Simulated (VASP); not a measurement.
Wanted: the native input for a VASP 6.6.1 run.

```yaml
Task: single point
Functional: PBE
Potentials_or_basis: VASP PAW PBE potentials, release 64 (Ti_sv)
Cutoff: 520 eV
k_mesh: 15 × 15 × 15
Occupations: fermi-dirac, width 0.1 eV
Spin: no spin polarisation
Dipole_correction: no
Further_INCAR_settings: ALGO = Normal; EDIFF = 1e-06; NBANDS = 19
```

The structure of Ti lies in POSCAR:

```
Ti
1.0
   -1.8956836477      1.8956836477      1.0945184344
    1.8956836477     -1.8956836477      1.0945184344
    1.8956836477      1.8956836477     -1.0945184344
Ti
2
Direct
   -0.3750000000     -0.1250000000     -0.2500000000
    0.3750000000      0.1250000000      0.2500000000
```

This cell differs from its parent crystal: volume scaled by 0.45.

These files were run (other wordings do the same):

INCAR

```
SYSTEM = Ti
PREC = Accurate
ENCUT = 520
EDIFF = 1E-6
ISMEAR = -1
SIGMA = 0.1
LREAL = .FALSE.
LASPH = .TRUE.
NELM = 60
ALGO = Normal
ISIF = 2
LWAVE = .FALSE.
LCHARG = .FALSE.
GGA = PE
NBANDS = 19
```

KPOINTS

```
regular mesh
0
G
  15 15 15
  0 0 0
```

Potentials or basis: VASP PAW PBE potentials, release 64 (Ti_sv).

Run with:

```console
$ cat potpaw_PBE.64/Ti_sv/POTCAR > POTCAR
$ mpirun -np 1 vasp_std > vasp.out
```

It gave:

* Pressure: 307.1 GPa
* Band gap on the k mesh: zero (band 12 reaches 20.07 eV, above the bottom of band 13 at 17.21 eV)

It took 30 s on 1 thread of Intel(R) Xeon(R) 6975P-C (Granite Rapids) (shared host), peak memory 0.19 GiB.
